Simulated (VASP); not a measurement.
# Te (P6/mmm) in VASP: notebook

The runs below take Te through single point, with PBE.

Program: VASP 6.6.1. These are calculated values, not measurements. Logs are shortened: lines on timing, memory, paths and dates and some standing lists are left out, and cuts for length are marked.

## (1) The cell of the first run

Symmetry: P6/mmm, No. 191, hexagonal system. Conventional cell: a = 4.160 Å, b = 4.160 Å, c = 2.499 Å, α = 90.00°, β = 90.00°, γ = 120.00°. Te (site symmetry 6/mmm) has 14 Te at 2.50 to 2.71 Å within 3.3 Å. Within 3.2 Å of Te (site symmetry -6m2) lie 11 Te at 2.40 to 2.71 Å.

This isn't the form of Te at room conditions, which is trigonal, of chains.

## (2) Single point, PBE (12.48 Å³/atom)

The input, POSCAR:

```
Te
1.0
    4.1599811660      0.0000000000      0.0000000000
   -2.0799905830      3.6026493690      0.0000000000
    0.0000000000      0.0000000000      2.4986801876
Te
3
Direct
    0.0000000000      0.0000000000      0.0000000000
    0.3333333333      0.6666666667      0.5000000000
    0.6666666667      0.3333333333      0.5000000000
```

The input, INCAR.step1:

```
PREC     = Accurate       # precision mode
ENCUT    = 520            # plane-wave cutoff, eV
EDIFF    = 1E-6           # SCF threshold, eV
ISMEAR   = -1             # smearing method
SIGMA    = 0.1            # smearing width, eV
LREAL    = False          # projectors in reciprocal space
LASPH    = True           # aspherical terms in the spheres
NELM     = 60             # most SCF steps
ALGO     = Normal         # electronic algorithm
ISIF     = 2              # what is computed and relaxed
LWAVE    = False          # write WAVECAR
LCHARG   = True           # write CHGCAR
GGA      = PE             # functional
NBANDS   = 16             # bands
```

The input, KPOINTS.step1:

```
Automatic mesh
0
Gamma
  7 7 9
```

The input, INCAR.step2:

```
PREC     = Accurate       # precision mode
ENCUT    = 520            # plane-wave cutoff, eV
EDIFF    = 1E-6           # SCF threshold, eV
ISMEAR   = -5             # smearing method
SIGMA    = 0.1            # smearing width, eV
LREAL    = False          # projectors in reciprocal space
LASPH    = True           # aspherical terms in the spheres
NELM     = 60             # most SCF steps
ALGO     = Normal         # electronic algorithm
ISIF     = 2              # what is computed and relaxed
LWAVE    = False          # write WAVECAR
LCHARG   = False          # write CHGCAR
GGA      = PE             # functional
LORBIT   = 11             # projections on sites
NBANDS   = 16             # bands
NEDOS    = 2001           # points of the DOS
ICHARG   = 11             # starting density
```

The input, KPOINTS.step2:

```
Automatic mesh
0
Gamma
  11 11 14
```

Potentials or basis: VASP PAW PBE potentials, release 64 (Te).

The run is started by

```
cat potpaw_PBE.64/Te/POTCAR > POTCAR
cp INCAR.step1 INCAR
cp KPOINTS.step1 KPOINTS
mpirun -np 1 vasp_std > vasp.out
cp INCAR.step2 INCAR
cp KPOINTS.step2 KPOINTS
mpirun -np 1 vasp_std > vasp.out
```

OUTCAR:

```text
PREC = Accurate
   ENCUT = 520
   EDIFF = 1E-6
   ISMEAR = -5
   LREAL = False
   LASPH = True
   NELM = 60
   ISIF = 2
   GGA = PE
   LORBIT = 11
   ICHARG = 11

 ion  position               nearest neighbor table
   1  0.000  0.000  0.000-   2 2.71   3 2.71   2 2.71   3 2.71   2 2.71   2 2.71   3 2.71   3 2.71
                             3 2.71   3 2.71   2 2.71   2 2.71
   2  0.333  0.667  0.500-   3 2.40   3 2.40   3 2.40   1 2.71   1 2.71   1 2.71   1 2.71   1 2.71
                             1 2.71   3 3.47   3 3.47   3 3.47   3 3.47   3 3.47   3 3.47
   3  0.667  0.333  0.500-   2 2.40   2 2.40   2 2.40   1 2.71   1 2.71   1 2.71   1 2.71   1 2.71
                             1 2.71   2 3.47   2 3.47   2 3.47   2 3.47   2 3.47   2 3.47

  LATTYP: Found a hexagonal cell.
 ALAT       =     4.1599811660
 C/A-ratio  =     0.6006469952

  Lattice vectors:

 A1 = (   4.1599811660,   0.0000000000,   0.0000000000)
 A2 = (  -2.0799905830,   3.6026493690,   0.0000000000)
 A3 = (   0.0000000000,   0.0000000000,   2.4986801876)

Analysis of symmetry for initial positions (statically):
=====================================================================
 Subroutine PRICEL returns:
 Original cell was already a primitive cell.

 Routine SETGRP: Setting up the symmetry group for a
 hexagonal supercell.

 Subroutine GETGRP returns: Found 24 space group operations
 (whereof 24 operations were pure point group operations)
 out of a pool of 24 trial point group operations.

The static configuration has the point symmetry D_6h.

Analysis of symmetry for dynamics (positions and initial velocities):
=====================================================================
 Subroutine PRICEL returns:
 Original cell was already a primitive cell.

 Routine SETGRP: Setting up the symmetry group for a
 hexagonal supercell.

 Subroutine GETGRP returns: Found 24 space group operations
 (whereof 24 operations were pure point group operations)
 out of a pool of 24 trial point group operations.

The dynamic configuration has the point symmetry D_6h.

 Subroutine INISYM returns: Found 24 space group operations
 (whereof 24 operations are pure point group operations),
 and found     1 'primitive' translations

----------------------------------------------------------------------------------------

                                     Primitive cell

  volume of cell :      37.4476

  direct lattice vectors                    reciprocal lattice vectors
     4.159981166  0.000000000  0.000000000     0.240385704  0.138786751  0.000000000
    -2.079990583  3.602649369  0.000000000     0.000000000  0.277573501  0.000000000
     0.000000000  0.000000000  2.498680188     0.000000000  0.000000000  0.400211282

  length of vectors
     4.159981166  4.159981166  2.498680188     0.277573501  0.277573501  0.400211282

  position of ions in fractional coordinates (direct lattice)
     0.000000000  0.000000000  0.000000000
     0.333333333  0.666666667  0.500000000
     0.666666667  0.333333333  0.500000000

  ion indices of the primitive-cell ions
   primitive index   ion index
                 1           1
                 2           2
                 3           3

----------------------------------------------------------------------------------------

 KPOINTS: Automatic mesh

Automatic generation of k-mesh.
 Grid dimensions read from file:
 generate k-points for:   11   11   14

 Generating k-lattice:

  Cartesian coordinates                     Fractional coordinates (reciprocal lattice)
     0.021853246  0.012616977  0.000000000     0.090909091  0.000000000  0.000000000
     0.000000000  0.025233955  0.000000000     0.000000000  0.090909091  0.000000000
     0.000000000  0.000000000  0.028586520     0.000000000  0.000000000  0.071428571

  Length of vectors
     0.025233955  0.025233955  0.028586520

  Shift w.r.t. Gamma in fractional coordinates (k-lattice)
     0.000000000  0.000000000  0.000000000

 TETIRR: Found   1771 inequivalent tetrahedra from    10164

 Subroutine IBZKPT returns following result:
 ===========================================

 Found    128 irreducible k-points:

 Following reciprocal coordinates:
            Coordinates               Weight
  0.000000  0.000000  0.000000      1.000000
  0.090909  0.000000  0.000000      6.000000
  0.181818 -0.000000  0.000000      6.000000
  0.272727  0.000000  0.000000      6.000000
  0.363636  0.000000  0.000000      6.000000
  0.454545 -0.000000  0.000000      6.000000
[... 16 lines left out ...]
  0.090909  0.090909  0.071429     12.000000
  0.181818  0.090909  0.071429     24.000000
 [... further k-points ...]
   k-points           NKPTS =    128   k-points in BZ     NKDIM =    128   number of bands    NBANDS=     16
   number of dos      NEDOS =   2001   number of ions     NIONS =      3
   total plane-waves  NPLWV =  20480
   dimension x,y,z NGX =    32 NGY =   32 NGZ =   20
   dimension x,y,z NGXF=    64 NGYF=   64 NGZF=   40
   ions per type =               3
   NGX,Y,Z   is equivalent  to a cutoff of  12.79, 12.79, 13.31 a.u.
   NGXF,Y,Z  is equivalent  to a cutoff of  25.58, 25.58, 26.61 a.u.
 SYSTEM =  unknown system
   PREC   = accura    normal or accurate (medium, high low for compatibility)
   ISTART =      0    job   : 0-new  1-cont  2-samecut
   ICHARG =     11    charge: 1-file 2-atom 10-const
   ISPIN  =      1    spin polarized calculation?
   LNONCOLLINEAR =      F non collinear calculations
   LSORBIT =      F    spin-orbit coupling
   LASPH  =      T    aspherical Exc in radial PAW
   ENCUT  =  520.0 eV  38.22 Ry    6.18 a.u.   7.73  7.73  4.65*2*pi/ulx,y,z
   NELM   =     60;   NELMIN=  2; NELMDL=  0     # of ELM steps
   EDIFF  = 0.1E-05   stopping-criterion for ELM
   LREAL  =      F    real-space projection
   EDIFFG = 0.1E-04   stopping-criterion for IOM
   NSW    =      0    number of steps for IOM
   IBRION =     -1    ionic relax: 0-MD 1-quasi-New 2-CG
   NFREE  =      0    steps in history (QN), initial steepest desc. (CG)
   ISIF   =      2    stress and relaxation
   ISYM   =      2    0-nonsym 1-usesym 2-fastsym
   POTIM  = 0.5000    time-step for ionic-motion
   TEBEG  =    0.0;   TEEND  =   0.0 temperature during run
   PSTRESS=    0.0 pullay stress
   NELECT =      18.0000    total number of electrons
   NUPDOWN=      -1.0000    fix difference up-down
   EMIN   =  10.00;   EMAX   =-10.00  energy-range for DOS
   EFERMI =   0.00;   METHOD = LEGACY
   ISMEAR =    -5;   SIGMA  =   0.10  broadening in eV -4-tet -1-fermi 0-gaus
   EFERMI_NEDOS =   21; number of points for ismear=-14 and -15
   IALGO  =     38    algorithm
   IMIX   =      4    mixing-type and parameters
     AMIX     =   0.40;   BMIX     =  1.00
     AMIX_MAG =   1.60;   BMIX_MAG =  1.00
  volume/ion in A,a.u.               =      12.48        84.24
  Fermi-wavevector in a.u.,A,eV,Ry     =   1.282402  2.423389 22.375542  1.644556
  Thomas-Fermi vector in A             =   2.414716
   LORBIT       =     11    0 simple, 1 ext, 2 COOP (PROOUT), +10 PAW based schemes
   GGA     = PE    functional components
   LHFCALC =     F    Hartree Fock is set to
   AEXX    =    0.0000 exact exchange contribution
   IVDW    =     0    specifies the selected vdW correction
   LEPSILON=     F    determine dielectric tensor
   LRPA    =     F    only Hartree local field effects (RPA)
 non-spin polarized calculation
 Fermi weights with tetrahedron method with Bloechl corrections
  energy-cutoff  :      520.00
  volume of cell :       37.45
 maximum number of plane-waves:      1030
 NGX is ok and might be reduce to    32

 number of electron      17.9999999 magnetization

 Free energy of the ion-electron system (eV)
  ---------------------------------------------------
  ext. energy  EPLUGINS =         0.00000000
  ---------------------------------------------------
  free energy    TOTEN  =        13.97077990 eV

  energy without entropy =       13.97077990  energy(sigma->0) =       13.97077990

 E-fermi :  24.7172     XC(G=0): -14.0917

 val. band max:       25.0630773007   @ k =   0.4545   0.0909   0.4286
 cond. band min:      24.5135005192   @ k =   0.3636   0.2727   0.5000
 fundamental gap:     -0.5495767816
 Fermi energy:        24.7172317794

 k-point     1 :       0.0000    0.0000    0.0000
  band No.  band energies     occupation
      1       0.0811      2.00000
      2      12.2866      2.00000
      3      12.3508      2.00000
      4      13.3483      2.00000
      5      13.3483      2.00000
      6      13.6871      2.00000
[... 8 lines left out ...]
     15      35.8205      0.00000
     16      35.9959      0.00000

 k-point     2 :       0.0909    0.0000    0.0000
  band No.  band energies     occupation
      1       0.1871      2.00000
      2      10.7933      2.00000
      3      11.6489      2.00000
      4      12.3566      2.00000
      5      13.9832      2.00000
      6      14.8755      2.00000
[... 8 lines left out ...]
     15      34.7387      0.00000
     16      35.1096      0.00000

 k-point     3 :       0.1818   -0.0000    0.0000
  band No.  band energies     occupation
      1       0.5061      2.00000
      2       8.7987      2.00000
      3      10.9255      2.00000
      4      11.4236      2.00000
      5      15.3414      2.00000
      6      16.3972      2.00000
[... 8 lines left out ...]
     15      34.0771      0.00000
     16      34.6136      0.00000
[... 362 lines left out ...]
 k-point    23 :       0.0909    0.0909    0.0714
  band No.  band energies     occupation
      1       0.5352      2.00000
      2       9.9349      2.00000
      3      10.0532      2.00000
      4      13.4079      2.00000
      5      13.6473      2.00000
      6      17.0586      2.00000
[... 8 lines left out ...]
     15      33.9657      0.00000
     16      34.1013      0.00000

 k-point    24 :       0.1818    0.0909    0.0714
  band No.  band energies     occupation
      1       0.9613      2.00000
      2       8.0741      2.00000
      3       9.2645      2.00000
      4      12.8083      2.00000
      5      15.0883      2.00000
      6      18.6121      2.00000
[... 8 lines left out ...]
     15      33.8789      0.00000
     16      34.3699      0.00000

 [... further k-points ...]

------------------------ aborting loop because EDIFF is reached ----------------------------------------

  FORCE on cell =-STRESS in cart. coord.  units (eV):
  Direction    XX          YY          ZZ          XY          YZ          ZX
  --------------------------------------------------------------------------------------
  -------------------------------------------------------------------------------------
  Total       74.7339717     74.7339717     73.0142163      0.0000000      0.0000000      0.0000000
  in kB     3197.4562588   3197.4562587   3123.8773679      0.0000000      0.0000000      0.0000000
  external PRESSURE =    3172.9299618 kB  Pullay stress =       0.0000000 kB

 VOLUME and BASIS-vectors are now :
 -----------------------------------------------------------------------------
  energy-cutoff  :      520.00
  volume of cell :       37.45
      direct lattice vectors                 reciprocal lattice vectors
     4.159981166  0.000000000  0.000000000     0.240385704  0.138786751  0.000000000
    -2.079990583  3.602649369  0.000000000     0.000000000  0.277573501  0.000000000
     0.000000000  0.000000000  2.498680188     0.000000000  0.000000000  0.400211282

 POSITION                                       TOTAL-FORCE (eV/Angst)
 -----------------------------------------------------------------------------------
      0.00000      0.00000      0.00000         0.000000      0.000000      0.000000
     -0.00000      2.40177      1.24934         0.000000      0.000000      0.000000
      2.07999      1.20088      1.24934        -0.000000     -0.000000      0.000000
 -----------------------------------------------------------------------------------
    total drift:                               -0.000000      0.000000      0.000000

  FREE ENERGIE OF THE ION-ELECTRON SYSTEM (eV)
  ---------------------------------------------------
  free  energy   TOTEN  =        13.9707799010 eV

  energy  without entropy=       13.9707799010  energy(sigma->0) =       13.97077990

 total charge

# of ion       s       p       d       tot
------------------------------------------
    1        1.487   2.277   0.422   4.186
    2        1.495   2.279   0.503   4.277
    3        1.495   2.279   0.503   4.277
--------------------------------------------------
tot          4.477   6.834   1.427  12.739
```

Run time: 74 s. Hardware: 1 thread of Intel Xeon 8259CL, shared host; peak memory 0.19 GiB.

Results:

```
Valence electrons inside the program's atomic spheres : Te 4.19, 4.28 (each value once)
```

Levels at points of the mesh, in eV from the Fermi level:
| k point | band 5 | band 6 | band 7 | band 8 | band 9 | band 10 | band 11 | band 12 | band 13 | band 14 |
| --- | --- | --- | --- | --- | --- | --- | --- | --- | --- | --- |
| (0.00, 0.00, 0.00) | -11.37 | -11.03 | -11.03 | -0.74 | 4.64 | 9.00 | 9.59 | 9.59 | 10.59 | 10.59 |
| (0.00, 0.00, 0.50) | -7.30 | -7.00 | -5.36 | -5.07 | -5.07 | -4.69 | -3.58 | -3.58 | -1.08 | -1.08 |

Caveat: spin-orbit coupling is left out, which moves the levels of the heavy elements; tetrahedron occupations give inexact forces and stress in metals.

## (3) Single point, PBE (16.84 Å³/atom)

This run uses another cell than the first one, of 16.84 Å³/atom.

The input, POSCAR:

```
Te
1.0
    4.6028103626      0.0000000000      0.0000000000
   -2.3014051813      3.9861507029      0.0000000000
    0.0000000000      0.0000000000      2.7530035767
Te
3
Direct
    0.0000000000      0.0000000000      0.0000000000
    0.3333333333      0.6666666667      0.5000000000
    0.6666666667      0.3333333333      0.5000000000
```

The input, INCAR.step1:

```
PREC = Accurate
ENCUT = 520
EDIFF = 1E-7
ISMEAR = -1
SIGMA = 0.1
LREAL = False
LASPH = True
NELM = 100
ALGO = Normal
ISIF = 2
LWAVE = False
LCHARG = True
GGA = PE
NBANDS = 16
```

The input, KPOINTS.step1:

```
regular mesh
0
Gamma
  7 7 9
```

The input, INCAR.step2:

```
PREC = Accurate
ENCUT = 520
EDIFF = 1E-7
ISMEAR = -5
SIGMA = 0.1
LREAL = False
LASPH = True
NELM = 100
ALGO = Normal
ISIF = 2
LWAVE = False
LCHARG = False
GGA = PE
LORBIT = 11
NBANDS = 16
NEDOS = 1001
ICHARG = 11
```

The input, KPOINTS.step2:

```
regular mesh
0
Gamma
  11 11 14
```

Potentials or basis: VASP PAW PBE potentials, release 64 (Te).

The run is started by

```
cat potpaw_PBE.64/Te/POTCAR > POTCAR
cp INCAR.step1 INCAR
cp KPOINTS.step1 KPOINTS
mpirun -np 1 vasp_std > vasp.out
cp INCAR.step2 INCAR
cp KPOINTS.step2 KPOINTS
mpirun -np 1 vasp_std > vasp.out
```

OUTCAR:

```text
PREC = Accurate
   ENCUT = 520
   EDIFF = 1E-7
   ISMEAR = -5
   LREAL = False
   LASPH = True
   NELM = 100
   ISIF = 2
   GGA = PE
   LORBIT = 11
   ICHARG = 11

 ion  position               nearest neighbor table
   1  0.000  0.000  0.000-   2 2.99   3 2.99   2 2.99   3 2.99   3 2.99   3 2.99   2 2.99   2 2.99
                             3 2.99   3 2.99   2 2.99   2 2.99
   2  0.333  0.667  0.500-   3 2.66   3 2.66   3 2.66   1 2.99   1 2.99   1 2.99   1 2.99   1 2.99
                             1 2.99
   3  0.667  0.333  0.500-   2 2.66   2 2.66   2 2.66   1 2.99   1 2.99   1 2.99   1 2.99   1 2.99
                             1 2.99

  LATTYP: Found a hexagonal cell.
 ALAT       =     4.6028103626
 C/A-ratio  =     0.5981136219

  Lattice vectors:

 A1 = (   4.6028103626,   0.0000000000,   0.0000000000)
 A2 = (  -2.3014051813,   3.9861507029,   0.0000000000)
 A3 = (   0.0000000000,   0.0000000000,   2.7530035767)

Analysis of symmetry for initial positions (statically):
=====================================================================
[... 187 lines left out ...]
      3       5.7499      2.00000
      4       8.7185      2.00000
      5       8.7185      2.00000
      6       9.1364      2.00000
[... 433 lines left out ...]
      3       4.2761      2.00000
      4       7.8430      2.00000
      5       9.3875      2.00000
      6      12.6006      2.00000
[... 8 lines left out ...]
     15      26.1091      0.00000
     16      26.4738      0.00000

 [... further k-points ...]

------------------------ aborting loop because EDIFF is reached ----------------------------------------

  FORCE on cell =-STRESS in cart. coord.  units (eV):
  Direction    XX          YY          ZZ          XY          YZ          ZX
  --------------------------------------------------------------------------------------
  -------------------------------------------------------------------------------------
  Total       32.6104156     32.6104156     32.1253947      0.0000000      0.0000000      0.0000000
  in kB     1034.3876910   1034.3876911   1019.0030488      0.0000000      0.0000000      0.0000000
  external PRESSURE =    1029.2594770 kB  Pullay stress =       0.0000000 kB

 VOLUME and BASIS-vectors are now :
 -----------------------------------------------------------------------------
  energy-cutoff  :      520.00
  volume of cell :       50.51
      direct lattice vectors                 reciprocal lattice vectors
     4.602810363  0.000000000  0.000000000     0.217258571  0.125434294  0.000000000
    -2.301405181  3.986150703  0.000000000     0.000000000  0.250868588  0.000000000
     0.000000000  0.000000000  2.753003577     0.000000000  0.000000000  0.363239630

 POSITION                                       TOTAL-FORCE (eV/Angst)
 -----------------------------------------------------------------------------------
      0.00000      0.00000      0.00000        -0.000000      0.000000      0.000000
     -0.00000      2.65743      1.37650        -0.000000     -0.000000      0.000000
      2.30141      1.32872      1.37650         0.000000     -0.000000     -0.000000
 -----------------------------------------------------------------------------------
    total drift:                               -0.000000      0.000000     -0.000000

  FREE ENERGIE OF THE ION-ELECTRON SYSTEM (eV)
  ---------------------------------------------------
  free  energy   TOTEN  =        -1.3534584113 eV

  energy  without entropy=       -1.3534584113  energy(sigma->0) =       -1.35345841

 total charge

# of ion       s       p       d       tot
------------------------------------------
    1        1.455   2.022   0.185   3.662
    2        1.469   1.974   0.233   3.676
    3        1.469   1.974   0.233   3.676
--------------------------------------------------
tot          4.393   5.971   0.650  11.014
```

It took 1.8 min on 1 thread of Intel Xeon 8259CL, shared host; peak memory 0.21 GiB.

Results:

```
Valence electrons inside the program's atomic spheres : Te 3.66, 3.68 (each value once)
```

Caveat: spin-orbit coupling is left out, which moves the levels of the heavy elements; tetrahedron occupations give inexact forces and stress in metals.
